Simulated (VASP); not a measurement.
# HfO2 (Fm-3m) in VASP: a series of runs, part 2 of 3

VASP 6.6.1. The steps go on from the part before.

**3. Single point, PBE+D4**

File INCAR:

```
SYSTEM = HfO2
PREC = Accurate ; ENCUT = 520
EDIFF = 1E-7 ; ISMEAR = 0
SIGMA = 0.01 ; LREAL = .FALSE.
LASPH = .TRUE. ; NELM = 100
ALGO = Normal ; ISIF = 2
LWAVE = .FALSE. ; LCHARG = .FALSE.
GGA = PE ; IVDW = 13
NBANDS = 18
```

File KPOINTS:

```
Automatic mesh
0
G
  6 6 6
  0 0 0
```

File POSCAR:

```
HfO2
1.0
    0.0000000000      2.5375646829      2.5375646829
    2.5375646829      0.0000000000      2.5375646829
    2.5375646829      2.5375646829      0.0000000000
Hf O
1 2
Direct
    0.0000000000      0.0000000000      0.0000000000
    0.2500000000      0.2500000000      0.2500000000
    0.7500000000      0.7500000000      0.7500000000
```

Potentials or basis: VASP PAW PBE potentials, release 64 (Hf_pv, O).

Run with:

```
$ cat potpaw_PBE.64/Hf_pv/POTCAR potpaw_PBE.64/O/POTCAR > POTCAR
$ mpirun -np 1 vasp_std > vasp.out
```

Wall time 21 s (1 thread of AMD EPYC 7R13, shared host); peak memory 0.13 GiB.

It converged, with:

```
Free energy                : -30.8312 eV
Pressure                   : -3.8 GPa
Band gap on the k mesh     : 3.79 eV
Dispersion energy per atom : -0.194 eV
```

Levels at points of the mesh, in eV from the valence-band top:
```
           k point  band 8  band 9  band 10  band 11  band 12  band 13  band 14  band 15
(0.00, 0.00, 0.00)   -5.32   -0.61    -0.61    -0.61     3.87     3.87     5.81    10.38
(0.50, 0.00, 0.00)   -3.04   -2.72    -1.83    -1.83     4.60     4.60     6.96     9.06
(0.50, 0.50, 0.00)   -3.45   -1.52    -1.52     0.00     3.79     5.49     6.61     8.13
```

Caveat: the cell stands under tension; spin-orbit coupling is left out, which moves the levels of the heavy elements.

**4. Single point, RPBE**

This run uses another cell than the first one, of 11.27 Å³/atom.

File INCAR:

```
SYSTEM = HfO2
PREC = Accurate
ENCUT = 520
EDIFF = 1E-7
ISMEAR = 0
SIGMA = 0.01
LREAL = .False.
LASPH = .True.
NELM = 60
ALGO = Normal
ISIF = 2
LWAVE = .False.
LCHARG = .False.
GGA = RP
NBANDS = 18
```

File KPOINTS:

```
regular mesh
0
Gamma
  6 6 6
  0 0 0
```

File POSCAR:

```
HfO2
1.0
    0.0000000000      2.5666662655      2.5666662655
    2.5666662655      0.0000000000      2.5666662655
    2.5666662655      2.5666662655      0.0000000000
Hf O
1 2
Direct
    0.0000000000      0.0000000000      0.0000000000
    0.2500000000      0.2500000000      0.2500000000
    0.7500000000      0.7500000000      0.7500000000
```

Potentials or basis: VASP PAW PBE potentials, release 64 (Hf_pv, O).

Run with:

```
$ cat potpaw_PBE.64/Hf_pv/POTCAR potpaw_PBE.64/O/POTCAR > POTCAR
$ mpirun -np 1 vasp_std > vasp.out
```

OUTCAR:

```text
SYSTEM = HfO2
   PREC = Accurate
   ENCUT = 520
   EDIFF = 1E-7
   ISMEAR = 0
   LREAL = .False.
   LASPH = .True.
   NELM = 60
   ISIF = 2
   GGA = RP

 ion  position               nearest neighbor table
   1  0.000  0.000  0.000-   3 2.22   3 2.22   3 2.22   2 2.22   2 2.22   2 2.22   3 2.22   2 2.22

   2  0.250  0.250  0.250-   1 2.22   1 2.22   1 2.22   1 2.22
   3  0.750  0.750  0.750-   1 2.22   1 2.22   1 2.22   1 2.22

  LATTYP: Found a face centered cubic cell.
 ALAT       =     5.1333325310

  Lattice vectors:

 A1 = (   0.0000000000,   2.5666662655,   2.5666662655)
 A2 = (   2.5666662655,   0.0000000000,   2.5666662655)
 A3 = (   2.5666662655,   2.5666662655,   0.0000000000)

Analysis of symmetry for initial positions (statically):
=====================================================================
 Subroutine PRICEL returns:
 Original cell was already a primitive cell.

 Routine SETGRP: Setting up the symmetry group for a
 face centered cubic supercell.

 Subroutine GETGRP returns: Found 48 space group operations
 (whereof 48 operations were pure point group operations)
 out of a pool of 48 trial point group operations.

The static configuration has the point symmetry O_h .

Analysis of symmetry for dynamics (positions and initial velocities):
=====================================================================
 Subroutine PRICEL returns:
 Original cell was already a primitive cell.

 Routine SETGRP: Setting up the symmetry group for a
 face centered cubic supercell.

 Subroutine GETGRP returns: Found 48 space group operations
 (whereof 48 operations were pure point group operations)
 out of a pool of 48 trial point group operations.

The dynamic configuration has the point symmetry O_h .

 Subroutine INISYM returns: Found 48 space group operations
 (whereof 48 operations are pure point group operations),
 and found     1 'primitive' translations

----------------------------------------------------------------------------------------

                                     Primitive cell

  volume of cell :      33.8172

  direct lattice vectors                    reciprocal lattice vectors
     0.000000000  2.566666265  2.566666265    -0.194805225  0.194805225  0.194805225
     2.566666265  0.000000000  2.566666265     0.194805225 -0.194805225  0.194805225
     2.566666265  2.566666265  0.000000000     0.194805225  0.194805225 -0.194805225

  length of vectors
     3.629814243  3.629814243  3.629814243     0.337412548  0.337412548  0.337412548

  position of ions in fractional coordinates (direct lattice)
     0.000000000  0.000000000  0.000000000
     0.250000000  0.250000000  0.250000000
     0.750000000  0.750000000  0.750000000

  ion indices of the primitive-cell ions
   primitive index   ion index
                 1           1
                 2           2
                 3           3

----------------------------------------------------------------------------------------

 KPOINTS: regular mesh

Automatic generation of k-mesh.
 Grid dimensions read from file:
 generate k-points for:    6    6    6

 Generating k-lattice:

  Cartesian coordinates                     Fractional coordinates (reciprocal lattice)
    -0.032467538  0.032467538  0.032467538     0.166666667  0.000000000  0.000000000
     0.032467538 -0.032467538  0.032467538     0.000000000  0.166666667  0.000000000
     0.032467538  0.032467538 -0.032467538     0.000000000  0.000000000  0.166666667

  Length of vectors
     0.056235425  0.056235425  0.056235425

  Shift w.r.t. Gamma in fractional coordinates (k-lattice)
     0.000000000  0.000000000  0.000000000

 Subroutine IBZKPT returns following result:
 ===========================================

 Found     16 irreducible k-points:

 Following reciprocal coordinates:
            Coordinates               Weight
  0.000000  0.000000  0.000000      1.000000
  0.166667  0.000000  0.000000      8.000000
  0.333333  0.000000  0.000000      8.000000
  0.500000  0.000000  0.000000      4.000000
  0.166667  0.166667  0.000000      6.000000
  0.333333  0.166667  0.000000     24.000000
[... 8 lines left out ...]
 -0.333333  0.333333  0.166667     24.000000
 -0.333333  0.500000  0.166667     12.000000
   k-points           NKPTS =     16   k-points in BZ     NKDIM =     16   number of bands    NBANDS=     18
   number of dos      NEDOS =    301   number of ions     NIONS =      3
   total plane-waves  NPLWV =  21952
   dimension x,y,z NGX =    28 NGY =   28 NGZ =   28
   dimension x,y,z NGXF=    56 NGYF=   56 NGZF=   56
   ions per type =               1   2
   NGX,Y,Z   is equivalent  to a cutoff of  12.82, 12.82, 12.82 a.u.
   NGXF,Y,Z  is equivalent  to a cutoff of  25.65, 25.65, 25.65 a.u.
 SYSTEM =  HfO2
   PREC   = accura    normal or accurate (medium, high low for compatibility)
   ISTART =      0    job   : 0-new  1-cont  2-samecut
   ICHARG =      2    charge: 1-file 2-atom 10-const
   ISPIN  =      1    spin polarized calculation?
   LNONCOLLINEAR =      F non collinear calculations
   LSORBIT =      F    spin-orbit coupling
   LASPH  =      T    aspherical Exc in radial PAW
   ENCUT  =  520.0 eV  38.22 Ry    6.18 a.u.   6.75  6.75  6.75*2*pi/ulx,y,z
   NELM   =     60;   NELMIN=  2; NELMDL= -5     # of ELM steps
   EDIFF  = 0.1E-06   stopping-criterion for ELM
   LREAL  =      F    real-space projection
   EDIFFG = 0.1E-05   stopping-criterion for IOM
   NSW    =      0    number of steps for IOM
   IBRION =     -1    ionic relax: 0-MD 1-quasi-New 2-CG
   NFREE  =      0    steps in history (QN), initial steepest desc. (CG)
   ISIF   =      2    stress and relaxation
   ISYM   =      2    0-nonsym 1-usesym 2-fastsym
   POTIM  = 0.5000    time-step for ionic-motion
   TEBEG  =    0.0;   TEEND  =   0.0 temperature during run
   PSTRESS=    0.0 pullay stress
   NELECT =      22.0000    total number of electrons
   NUPDOWN=      -1.0000    fix difference up-down
   EMIN   =  10.00;   EMAX   =-10.00  energy-range for DOS
   EFERMI =   0.00;   METHOD = LEGACY
   ISMEAR =     0;   SIGMA  =   0.01  broadening in eV -4-tet -1-fermi 0-gaus
   EFERMI_NEDOS =   21; number of points for ismear=-14 and -15
   IALGO  =     38    algorithm
   IMIX   =      4    mixing-type and parameters
     AMIX     =   0.40;   BMIX     =  1.00
     AMIX_MAG =   1.60;   BMIX_MAG =  1.00
  volume/ion in A,a.u.               =      11.27        76.07
  Fermi-wavevector in a.u.,A,eV,Ry     =   1.418523  2.680619 27.377738  2.012207
  Thomas-Fermi vector in A             =   2.539639
   LORBIT       =      0    0 simple, 1 ext, 2 COOP (PROOUT), +10 PAW based schemes
   GGA     = RP    functional components
   LHFCALC =     F    Hartree Fock is set to
   AEXX    =    0.0000 exact exchange contribution
   IVDW    =     0    specifies the selected vdW correction
   LEPSILON=     F    determine dielectric tensor
   LRPA    =     F    only Hartree local field effects (RPA)
 non-spin polarized calculation
 Gauss-broadening in eV      SIGMA  =   0.01
  energy-cutoff  :      520.00
  volume of cell :       33.82
 maximum number of plane-waves:       941
   NGX = 13   NGY = 13   NGZ = 13

 number of electron      21.9999994 magnetization

 Free energy of the ion-electron system (eV)
  ---------------------------------------------------
  ext. energy  EPLUGINS =         0.00000000
  ---------------------------------------------------
  free energy    TOTEN  =       -28.90119308 eV

  energy without entropy =      -28.90119308  energy(sigma->0) =      -28.90119308

 E-fermi :   4.1866     XC(G=0): -11.4353

 val. band max:        4.1112114736   @ k =   0.5000   0.5000   0.0000
 cond. band min:       7.9207944732   @ k =   0.5000   0.5000   0.0000
 fundamental gap:      3.8095829996
 Fermi energy:         4.1865849215

 k-point     1 :       0.0000    0.0000    0.0000
  band No.  band energies     occupation
      1     -25.8121      2.00000
      2     -25.8121      2.00000
      3     -25.8121      2.00000
      4     -14.4660      2.00000
      5     -11.6576      2.00000
      6      -0.9919      2.00000
[... 10 lines left out ...]
     17      14.0812      0.00000
     18      17.4444      0.00000
[... 295 lines left out ...]
 k-point    16 :      -0.3333    0.5000    0.1667
  band No.  band energies     occupation
      1     -26.1234      2.00000
      2     -25.9852      2.00000
      3     -25.9155      2.00000
      4     -12.7492      2.00000
      5     -12.6021      2.00000
      6      -1.5018      2.00000
[... 10 lines left out ...]
     17      17.0944      0.00000
     18      17.4198      0.00000

------------------------ aborting loop because EDIFF is reached ----------------------------------------

  FORCE on cell =-STRESS in cart. coord.  units (eV):
  Direction    XX          YY          ZZ          XY          YZ          ZX
  --------------------------------------------------------------------------------------
  -------------------------------------------------------------------------------------
  Total       -0.7484250     -0.7484250     -0.7484250      0.0000000      0.0000000     -0.0000000
  in kB      -35.4585264    -35.4585264    -35.4585264      0.0000000      0.0000000     -0.0000000
  external PRESSURE =     -35.4585264 kB  Pullay stress =       0.0000000 kB

 VOLUME and BASIS-vectors are now :
 -----------------------------------------------------------------------------
  energy-cutoff  :      520.00
  volume of cell :       33.82
      direct lattice vectors                 reciprocal lattice vectors
     0.000000000  2.566666265  2.566666265    -0.194805225  0.194805225  0.194805225
     2.566666265  0.000000000  2.566666265     0.194805225 -0.194805225  0.194805225
     2.566666265  2.566666265  0.000000000     0.194805225  0.194805225 -0.194805225

 POSITION                                       TOTAL-FORCE (eV/Angst)
 -----------------------------------------------------------------------------------
      0.00000      0.00000      0.00000         0.000000     -0.000000      0.000000
      1.28333      1.28333      1.28333        -0.000000     -0.000000     -0.000000
      3.85000      3.85000      3.85000         0.000000      0.000000      0.000000
 -----------------------------------------------------------------------------------
    total drift:                                0.000000      0.000000      0.000000

  FREE ENERGIE OF THE ION-ELECTRON SYSTEM (eV)
  ---------------------------------------------------
  free  energy   TOTEN  =       -28.9011930822 eV

  energy  without entropy=      -28.9011930822  energy(sigma->0) =      -28.90119308
```

OSZICAR:

```text
N       E                     dE             d eps       ncg     rms          rms(c)
DAV:   1     0.985702385466E+02    0.98570E+02   -0.12363E+04   576   0.119E+03
DAV:   2    -0.306453661122E+02   -0.12922E+03   -0.12593E+03   774   0.290E+02
DAV:   3    -0.346961857995E+02   -0.40508E+01   -0.40397E+01   640   0.465E+01
DAV:   4    -0.347213320520E+02   -0.25146E-01   -0.25132E-01   722   0.407E+00
DAV:   5    -0.347214857606E+02   -0.15371E-03   -0.15371E-03   630   0.303E-01    0.440E+01
DAV:   6    -0.290028656739E+02    0.57186E+01   -0.20585E+01   584   0.320E+01    0.390E+01
DAV:   7    -0.289226772522E+02    0.80188E-01   -0.65133E-01   652   0.667E+00    0.280E+01
DAV:   8    -0.289275150824E+02   -0.48378E-02   -0.36439E-01   608   0.553E+00    0.100E+01
DAV:   9    -0.288999132780E+02    0.27602E-01   -0.78760E-02   602   0.242E+00    0.260E+00
DAV:  10    -0.289010734144E+02   -0.11601E-02   -0.48829E-03   616   0.531E-01    0.142E-01
DAV:  11    -0.289011320931E+02   -0.58679E-04   -0.26769E-04   692   0.130E-01    0.319E-01
DAV:  12    -0.289011901195E+02   -0.58026E-04   -0.17204E-04   610   0.826E-02    0.830E-02
DAV:  13    -0.289011921544E+02   -0.20349E-05   -0.59395E-06   682   0.178E-02    0.168E-02
DAV:  14    -0.289011931630E+02   -0.10086E-05   -0.14349E-06   620   0.793E-03    0.744E-03
DAV:  15    -0.289011930822E+02    0.80757E-07   -0.60905E-08   544   0.170E-03
   1 F= -.28901193E+02 E0= -.28901193E+02  d E =-.166396E-28
```

Wall time 23 s (1 thread of AMD EPYC 7R13, shared host); peak memory 0.13 GiB.

Results:

- Free energy: -28.9012 eV
- Pressure: -3.5 GPa
- Band gap on the k mesh: 3.81 eV

Caveat: the cell stands under tension; the PAW data sets were made with another functional, which shifts forces and pressure a little; spin-orbit coupling is left out, which moves the levels of the heavy elements.

[end of part 2 of 3]
